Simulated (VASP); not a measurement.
**BAs2: relaxation of cell and atoms with PBE**

BAs2:

```xyz
3
Lattice="3.7433 0.0000 0.0000 0.0000 3.8551 0.0000 0.0000 0.0000 4.7220" Properties=species:S:1:pos:R:3 pbc="T T T"
B     1.8717    1.9275    2.3610
As    0.0000    0.0000    2.3610
As    1.8717    0.0000    0.0000
```

The cell was built from a structure type or drawn by symmetry, and may not be a known phase.

```
Program                : VASP 6.6.1
Task                   : relaxation of cell and atoms
Functional             : PBE
Potentials or basis    : VASP PAW PBE potentials, release 64 (B, As)
Cutoff                 : 600 eV
k mesh                 : 4 × 4 × 4
Occupations            : gaussian, width 0.1 eV
Spin                   : no spin polarisation
Dipole correction      : no
Further INCAR settings : ALGO = Normal; EDIFF = 1e-06; IBRION = 2; EDIFFG = -0.04; NSW = 90; ISIF = 3
```

```json
{"Relaxed volume": "15.63 Å³/atom", "Relaxed cell": "a = 3.115 Å, b = 3.076 Å, c = 4.892 Å, α = 90.00°, β = 90.00°, γ = 90.00°", "Space group after relaxing (to 0.1 Å)": "Pmmm (No. 47)", "Energy gained by relaxing": "538.6 meV/atom", "Ionic steps": "17", "Pressure after relaxing": "0.2 GPa", "Band gap on the k mesh": "zero (an odd number of electrons rules out a gap without spin polarisation)"}
```

Stress tensor (GPa, compression positive):
```
0.29 0.00 0.00
0.00 0.27 0.00
0.00 0.00 0.00
```

Step by step:
```tsv
step	energy change (eV)	largest force (eV/Å)	pressure (GPa)	volume (Å³)
1	0.0000	0.0000	-14.05	68.14
2	-1.2323	0.0000	-3.79	50.31
3	-1.2761	0.0000	1.02	47.53
4	-1.4662	0.0000	4.88	45.05
5	-1.4700	0.0000	4.25	45.31
6	-1.5502	0.0000	-0.92	47.66
7	-1.5524	0.0000	-1.58	48.08
8	-1.5909	0.0000	-1.05	48.05
9	-1.5912	0.0000	-0.99	48.04
10	-1.5971	0.0000	0.48	47.30
11	-1.5975	0.0000	1.11	47.01
12	-1.6007	0.0000	0.86	46.95
13	-1.6140	0.0000	0.55	46.73
14	-1.6135	0.0000	0.19	46.78
15	-1.6141	0.0000	0.44	46.75
16	-1.6152	0.0000	0.06	46.96
17	-1.6157	0.0000	0.19	46.89
```

Final structure:
```cif
data_structure
_symmetry_space_group_name_H-M 'P 1'
_symmetry_Int_Tables_number 1
_cell_length_a 3.1153
_cell_length_b 3.0764
_cell_length_c 4.8922
_cell_angle_alpha 90.000
_cell_angle_beta 90.000
_cell_angle_gamma 90.000
_cell_volume 46.89
loop_
_atom_site_label
_atom_site_type_symbol
_atom_site_fract_x
_atom_site_fract_y
_atom_site_fract_z
_atom_site_occupancy
B1 B 0.50000 0.50000 0.50000 1
As1 As 0.00000 0.00000 0.50000 1
As2 As 0.50000 0.00000 0.00000 1
```

Levels at points of the mesh, in eV from the Fermi level:
```tsv
k point	band 4	band 5	band 6	band 7	band 8	band 9
(0.00, 0.00, 0.00)	-2.87	-2.55	0.38	2.91	3.31	4.45
(0.50, 0.00, 0.00)	-4.06	-3.67	-2.63	0.72	2.02	4.34
(0.00, 0.50, 0.00)	-4.80	-3.34	-1.40	0.82	1.10	3.44
(0.50, 0.50, 0.00)	-6.19	-5.62	-1.89	-1.30	-1.15	-0.98
(0.00, 0.00, 0.50)	-2.35	-2.23	-0.93	0.64	2.02	2.44
(0.50, 0.00, 0.50)	-6.07	1.06	1.08	1.08	2.08	3.70
(0.00, 0.50, 0.50)	-5.34	0.50	0.75	1.14	1.52	2.36
(0.50, 0.50, 0.50)	-7.02	-5.56	-4.46	-3.71	2.33	2.54
```

Wall time 3.6 min on 1 thread of Intel(R) Xeon(R) Platinum 8259CL CPU @ 2.50GHz (Skylake/Cascade Lake), on a shared host, peak memory 0.21 GiB.

Caveat: the k points lie up to 0.51 Å⁻¹ apart in the final cell, too coarse for converged energies and pressures of a metal; the volume moved by over 15 % at a fixed basis, so the end points are rough.
